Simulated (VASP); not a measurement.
# Ru in VASP: relaxation of the atoms with PBEsol

Aim: the relaxation of the atoms of Ru with PBEsol.

Everything below comes from runs of VASP 6.6.1. Logs are shortened: lines on timing, memory, paths and dates and some standing lists are left out, and cuts for length are marked.

## (1) The cell of the first run

The cell holds a slab with vacuum, 3 atoms: a = 2.690 Å, b = 2.690 Å, c = 21.252 Å, α = 90.00°, β = 90.00°, γ = 120.00°.

## (2) Relaxation of the atoms, PBEsol

Contents of INCAR:

```
SYSTEM = Ru
  PREC = Accurate
  ENCUT = 450
  EDIFF = 1E-7
  ISMEAR = 0
  SIGMA = 0.1
  LREAL = .FALSE.
  LASPH = .TRUE.
  NELM = 120
  ALGO = Normal
  ISIF = 2
  LWAVE = .FALSE.
  LCHARG = .FALSE.
  LDIPOL = .TRUE.
  IDIPOL = 3
  DIPOL = 0.5 0.5 0.500
  GGA = PS
  IBRION = 2
  NSW = 90
  EDIFFG = -0.03
  GGA_COMPAT = .FALSE.
  NELMIN = 4
  NELMDL = -8
```

Contents of KPOINTS:

```
Automatic mesh
0
G
  12 12 1
  0 0 0
```

Contents of POSCAR:

```
Ru
1.0
    2.6895239995      0.0000000000      0.0000000000
   -1.3447619997      2.3291961076      0.0000000000
    0.0000000000      0.0000000000     21.2519209516
Ru
3
Selective dynamics
Direct
    0.3333333333      0.6666666667      0.3999638442  F F F
    0.6666666667      0.3333333333      0.5000000000  T T T
    0.3333333333      0.6666666667      0.6000361558  T T T
```

Potentials or basis: VASP PAW PBE potentials, release 64 (Ru_pv).

Command:

```sh
$ cat potpaw_PBE.64/Ru_pv/POTCAR > POTCAR
$ mpirun -np 1 vasp_std > vasp.out
```

OUTCAR:

```text
SYSTEM = Ru
   PREC = Accurate
   ENCUT = 450
   EDIFF = 1E-7
   ISMEAR = 0
   LREAL = .FALSE.
   LASPH = .TRUE.
   NELM = 120
   ISIF = 2
   GGA = PS
   IBRION = 2
   NSW = 90
   EDIFFG = -0.03
   NELMIN = 4
   NELMDL = -8

 ion  position               nearest neighbor table
   1  0.333  0.667  0.400-   2 2.63   2 2.63   2 2.63
   2  0.667  0.333  0.500-   1 2.63   3 2.63   1 2.63   3 2.63   1 2.63   3 2.63
   3  0.333  0.667  0.600-   2 2.63   2 2.63   2 2.63

  LATTYP: Found a hexagonal cell.
 ALAT       =     2.6895239995
 C/A-ratio  =     7.9017405889

  Lattice vectors:

 A1 = (   2.6895239995,   0.0000000000,   0.0000000000)
 A2 = (  -1.3447619997,   2.3291961076,   0.0000000000)
 A3 = (   0.0000000000,   0.0000000000,  21.2519209516)

Analysis of symmetry for initial positions (statically):
=====================================================================
 Subroutine PRICEL returns:
 Original cell was already a primitive cell.

 Routine SETGRP: Setting up the symmetry group for a
 hexagonal supercell.

 Subroutine GETGRP returns: Found 12 space group operations
 (whereof 12 operations were pure point group operations)
 out of a pool of 24 trial point group operations.

The static configuration has the point symmetry D_3h.

Analysis of symmetry for dynamics (positions and initial velocities):
=====================================================================
 Subroutine PRICEL returns:
 Original cell was already a primitive cell.

 Routine SETGRP: Setting up the symmetry group for a
 hexagonal supercell.

 Subroutine GETGRP returns: Found 12 space group operations
 (whereof 12 operations were pure point group operations)
 out of a pool of 24 trial point group operations.

The dynamic configuration has the point symmetry D_3h.

Analysis of constrained symmetry for selective dynamics:
=====================================================================
 Subroutine PRICEL returns:
 Original cell was already a primitive cell.

 Routine SETGRP: Setting up the symmetry group for a
 hexagonal supercell.

 Subroutine GETGRP returns: Found  6 space group operations
 (whereof  6 operations were pure point group operations)
 out of a pool of 24 trial point group operations.

The constrained configuration has the point symmetry C_3v.

 Subroutine INISYM returns: Found  6 space group operations
 (whereof  6 operations are pure point group operations),
 and found     1 'primitive' translations

----------------------------------------------------------------------------------------

                                     Primitive cell

  volume of cell :     133.1311

  direct lattice vectors                    reciprocal lattice vectors
     2.689523999  0.000000000  0.000000000     0.371813005  0.214666338  0.000000000
    -1.344762000  2.329196108  0.000000000     0.000000000  0.429332677  0.000000000
     0.000000000  0.000000000 21.251920952     0.000000000  0.000000000  0.047054570

  length of vectors
     2.689523999  2.689523999 21.251920952     0.429332677  0.429332677  0.047054570

  position of ions in fractional coordinates (direct lattice)
     0.333333333  0.666666667  0.399963844
     0.666666667  0.333333333  0.500000000
     0.333333333  0.666666667  0.600036156

  ion indices of the primitive-cell ions
   primitive index   ion index
                 1           1
                 2           2
                 3           3

[... 31 lines left out ...]
  0.250000  0.000000  0.000000      6.000000
  0.333333  0.000000  0.000000      6.000000
  0.416667 -0.000000  0.000000      6.000000
[... 11 lines left out ...]
  0.333333  0.250000  0.000000     12.000000
  0.333333  0.333333  0.000000      2.000000
   k-points           NKPTS =     19   k-points in BZ     NKDIM =     19   number of bands    NBANDS=     25
   number of dos      NEDOS =    301   number of ions     NIONS =      3
   total plane-waves  NPLWV =  60000
   dimension x,y,z NGX =    20 NGY =   20 NGZ =  150
   dimension x,y,z NGXF=    40 NGYF=   40 NGZF=  300
   ions per type =               3
   NGX,Y,Z   is equivalent  to a cutoff of  12.36, 12.36, 11.73 a.u.
   NGXF,Y,Z  is equivalent  to a cutoff of  24.72, 24.72, 23.47 a.u.
 SYSTEM =  Ru
   PREC   = accura    normal or accurate (medium, high low for compatibility)
   ISTART =      0    job   : 0-new  1-cont  2-samecut
   ICHARG =      2    charge: 1-file 2-atom 10-const
   ISPIN  =      1    spin polarized calculation?
   LNONCOLLINEAR =      F non collinear calculations
   LSORBIT =      F    spin-orbit coupling
   LASPH  =      T    aspherical Exc in radial PAW
   ENCUT  =  450.0 eV  33.07 Ry    5.75 a.u.   4.65  4.65 36.76*2*pi/ulx,y,z
   NELM   =    120;   NELMIN=  4; NELMDL= -8     # of ELM steps
   EDIFF  = 0.1E-06   stopping-criterion for ELM
   LREAL  =      F    real-space projection
   EDIFFG = -.3E-01   stopping-criterion for IOM
   NSW    =     90    number of steps for IOM
   IBRION =      2    ionic relax: 0-MD 1-quasi-New 2-CG
   NFREE  =      1    steps in history (QN), initial steepest desc. (CG)
   ISIF   =      2    stress and relaxation
   ISYM   =      2    0-nonsym 1-usesym 2-fastsym
   POTIM  = 0.5000    time-step for ionic-motion
   TEBEG  =    0.0;   TEEND  =   0.0 temperature during run
   PSTRESS=    0.0 pullay stress
   NELECT =      42.0000    total number of electrons
   NUPDOWN=      -1.0000    fix difference up-down
   EMIN   =  10.00;   EMAX   =-10.00  energy-range for DOS
   EFERMI =   0.00;   METHOD = LEGACY
   ISMEAR =     0;   SIGMA  =   0.10  broadening in eV -4-tet -1-fermi 0-gaus
   EFERMI_NEDOS =   21; number of points for ismear=-14 and -15
   IALGO  =     38    algorithm
   IMIX   =      4    mixing-type and parameters
     AMIX     =   0.40;   BMIX     =  1.00
     AMIX_MAG =   1.60;   BMIX_MAG =  1.00
  volume/ion in A,a.u.               =      44.38       299.47
  Fermi-wavevector in a.u.,A,eV,Ry     =   1.114461  2.106025 16.898740  1.242022
  Thomas-Fermi vector in A             =   2.251056
   LORBIT       =      0    0 simple, 1 ext, 2 COOP (PROOUT), +10 PAW based schemes
   GGA     = PS    functional components
   LHFCALC =     F    Hartree Fock is set to
   AEXX    =    0.0000 exact exchange contribution
   IVDW    =     0    specifies the selected vdW correction
   LEPSILON=     F    determine dielectric tensor
   LRPA    =     F    only Hartree local field effects (RPA)
 conjugate gradient relaxation of ions
 non-spin polarized calculation
 Gauss-broadening in eV      SIGMA  =   0.10
  energy-cutoff  :      450.00
  volume of cell :      133.13
 maximum number of plane-waves:      2908
 NGX is ok and might be reduce to    20
   NGX =  9   NGY =  9   NGZ = 73

--------------------------------------- Ionic step        1  -------------------------------------------

 number of electron      42.0000002 magnetization

 Free energy of the ion-electron system (eV)
  ---------------------------------------------------
  ext. energy  EPLUGINS =         0.00000000
  ---------------------------------------------------
  free energy    TOTEN  =       -28.17410657 eV

  energy without entropy =      -28.16635299  energy(sigma->0) =      -28.17022978

------------------------ aborting loop because EDIFF is reached ----------------------------------------

  FORCE on cell =-STRESS in cart. coord.  units (eV):
  Direction    XX          YY          ZZ          XY          YZ          ZX
  --------------------------------------------------------------------------------------
  -------------------------------------------------------------------------------------
  Total       -4.0773148     -4.0773148     -4.2747199     -0.0000000     -0.0000000      0.0000000
  in kB      -49.0687676    -49.0687676    -51.4444548     -0.0000000     -0.0000000      0.0000000
  external PRESSURE =     -49.8606633 kB  Pullay stress =       0.0000000 kB
[... 100 lines left out ...]
 number of electron      42.0000005 magnetization

------------------------ aborting loop because EDIFF is reached ----------------------------------------

 vacuum level on the upper side and lower side of the slab       (xc-potential included)        -0.021         0.012

  FORCE on cell =-STRESS in cart. coord.  units (eV):
  Direction    XX          YY          ZZ          XY          YZ          ZX
  --------------------------------------------------------------------------------------
  -------------------------------------------------------------------------------------
  Total       -3.2769204     -3.2769204     -0.9372610     -0.0000000     -0.0000000     -0.0000000
  in kB      -39.4363580    -39.4363580    -11.2795418     -0.0000000     -0.0000000     -0.0000000
  external PRESSURE =     -30.0507526 kB  Pullay stress =       0.0000000 kB
[... 18 lines left out ...]
  FREE ENERGIE OF THE ION-ELECTRON SYSTEM (eV)
  ---------------------------------------------------
  free  energy   TOTEN  =       -28.2430369363 eV

  energy  without entropy=      -28.2335020755  energy(sigma->0) =      -28.23826951

 dipolmoment           0.000000      0.000000     -0.000026 electrons x Angstroem

--------------------------------------- Ionic step        5  -------------------------------------------

 number of electron      42.0000002 magnetization

 dipolmoment           0.000000      0.000000      0.000019 electrons x Angstroem

 Free energy of the ion-electron system (eV)
  ---------------------------------------------------
  ext. energy  EPLUGINS =         0.00000000
  ---------------------------------------------------
  free energy    TOTEN  =       -28.25007494 eV

  energy without entropy =      -28.23979365  energy(sigma->0) =      -28.24493429

 E-fermi :   0.4790     XC(G=0):  -5.2392

 val. band max:        0.4726428922   @ k =   0.0833   0.0000   0.0000
 cond. band min:       0.5079862265   @ k =   0.1667   0.1667   0.0000
 fundamental gap:      0.0353433342
 Fermi energy:         0.4790161395

 k-point     1 :       0.0000    0.0000    0.0000
  band No.  band energies     occupation
      1     -43.3686      2.00000
      2     -42.6082      2.00000
      3     -42.6082      2.00000
      4     -42.4752      2.00000
      5     -42.1651      2.00000
      6     -41.9611      2.00000
[... 521 lines left out ...]
     24       1.6396      0.00000
     25       8.0987      0.00000

------------------------ aborting loop because EDIFF is reached ----------------------------------------

 vacuum level on the upper side and lower side of the slab       (xc-potential included)        -0.003        -0.004

  FORCE on cell =-STRESS in cart. coord.  units (eV):
  Direction    XX          YY          ZZ          XY          YZ          ZX
  --------------------------------------------------------------------------------------
  -------------------------------------------------------------------------------------
  Total       -3.0645001     -3.0645001     -0.1027060     -0.0000000      0.0000000     -0.0000000
  in kB      -36.8799695    -36.8799695     -1.2360235     -0.0000000      0.0000000     -0.0000000
  external PRESSURE =     -24.9986542 kB  Pullay stress =       0.0000000 kB
[... 18 lines left out ...]
  FREE ENERGIE OF THE ION-ELECTRON SYSTEM (eV)
  ---------------------------------------------------
  free  energy   TOTEN  =       -28.2500749370 eV

  energy  without entropy=      -28.2397936517  energy(sigma->0) =      -28.24493429

 reached required accuracy - stopping structural energy minimisation

 vacuum level on the upper side and lower side of the slab         5.558         5.557
```

It took 7.4 min on 1 thread of Intel Xeon 8259CL, shared host; peak memory 0.25 GiB.

Results:

* Free energy: -28.2501 eV
* Energy gained by relaxing: 25.3 meV/atom
* Ionic steps: 5
* Band gap on the k mesh: zero (bands 21 and 22 overlap by 2.28 eV)

The path:
| step | energy change (eV) | largest force on free atoms (eV/Å) | pressure (GPa) |
| --- | --- | --- | --- |
| 1 | 0.0000 | 0.9913 | -4.99 |
| 2 | -0.0354 | 0.4728 | -4.21 |
| 3 | -0.0444 | 0.8203 | -3.52 |
| 4 | -0.0689 | 0.3990 | -3.01 |
| 5 | -0.0760 | 0.0173 | -2.50 |

Final structure:
```
CELL_PARAMETERS angstrom
2.68952 0.00000 0.00000
-1.34476 2.32920 0.00000
0.00000 0.00000 21.25192
ATOMIC_POSITIONS crystal
Ru 0.33333 0.66667 0.39996
Ru 0.66667 0.33333 0.49654
Ru 0.33333 0.66667 0.59318
```

Levels at points of the mesh, in eV from the Fermi level:
| k point | band 19 | band 20 | band 21 | band 22 | band 23 | band 24 |
| --- | --- | --- | --- | --- | --- | --- |
| (0.00, 0.00, 0.00) | -2.06 | -2.06 | -0.85 | -0.85 | -0.48 | 0.57 |
| (0.50, 0.00, 0.00) | -0.19 | 0.43 | 1.20 | 1.20 | 1.92 | 1.93 |

Caveat: the PAW data sets were made with another functional, which shifts forces and pressure a little.
